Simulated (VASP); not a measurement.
Input of a VASP 6.6.1 run:

File INCAR:

```
  ALGO = Normal
  EDIFF = 1E-6
  ENCUT = 520
  GGA = PS
  ISIF = 2
  ISMEAR = 1
  LASPH = True
  LCHARG = False
  LREAL = False
  LWAVE = False
  NBANDS = 14
  NELM = 80
  PREC = Accurate
  SIGMA = 0.1
```

KPOINTS

```
k-points
0
Gamma
  9 9 9
```

Contents of POSCAR:

```
HfN
1.0
    0.0000000000      2.3969379361      2.3969379361
    2.3969379361      0.0000000000      2.3969379361
    2.3969379361      2.3969379361      0.0000000000
Hf N
1 1
Direct
    0.0000000000      0.0000000000      0.0000000000
    0.7500000000      0.7500000000      0.7500000000
```

Potentials or basis: VASP PAW PBE potentials, release 64 (Hf_pv, N).

Run with:

```console
$ cat potpaw_PBE.64/Hf_pv/POTCAR potpaw_PBE.64/N/POTCAR > POTCAR
$ mpirun -np 1 vasp_std > vasp.out
```

(1) What does it give for the pressure?

Answers

(1) 9.3 GPa.

Caveat: the PAW data sets were made with another functional, which shifts forces and pressure a little.
